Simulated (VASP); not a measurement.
Wanted: the native input for a VASP 6.6.1 run.

- Task: single point
- Functional: PBEsol
- Potentials or basis: VASP PAW PBE potentials, release 64 (Ta_pv)
- Cutoff: 500 eV
- k mesh: 25 × 25 × 25
- Occupations: tetrahedron
- Spin: collinear spin, zero start
- Starting moments: [0.0] μB
- Dipole correction: no
- Further INCAR settings: ALGO = Normal; EDIFF = 1e-06; NBANDS = 16

The structure of Ta lies in POSCAR:

```
Ta
1.0
   -1.6418650270      1.6418650270      1.6418650270
    1.6418650270     -1.6418650270      1.6418650270
    1.6418650270      1.6418650270     -1.6418650270
Ta
1
Direct
    0.0000000000      0.0000000000      0.0000000000
```

These files were run (other wordings do the same):

INCAR

```
SYSTEM = Ta
  PREC = Accurate
  ENCUT = 500
  EDIFF = 1E-6
  ISMEAR = -5
  SIGMA = 0.15
  LREAL = .FALSE.
  LASPH = .TRUE.
  NELM = 200
  ALGO = Normal
  ISIF = 2
  LWAVE = .FALSE.
  LCHARG = .FALSE.
  ISPIN = 2
  MAGMOM = 0
  LORBIT = 11
  LMAXMIX = 4
  GGA = PS
  NBANDS = 16
  GGA_COMPAT = .FALSE.
```

KPOINTS

```
Automatic mesh
0
G
  25 25 25
  0 0 0
```

Potentials or basis: VASP PAW PBE potentials, release 64 (Ta_pv).

Launch:

```bash
$ cat potpaw_PBE.64/Ta_pv/POTCAR > POTCAR
$ mpirun -np 1 vasp_std > vasp.out
```

Results of the run:

```yaml
Pressure: -0.3 GPa
Net_moment: 0.00 μB per cell
Valence_electrons_inside_the_program's_atomic_spheres: Ta 8.97
```

Caveat: no moment was typed at the start, so none could form; the PAW data sets were made with another functional, which shifts forces and pressure a little; tetrahedron occupations give inexact forces and stress in metals.

Wall time 6.7 min on 1 thread of Intel Xeon 8259CL, with other jobs on the host, peak memory 0.39 GiB.
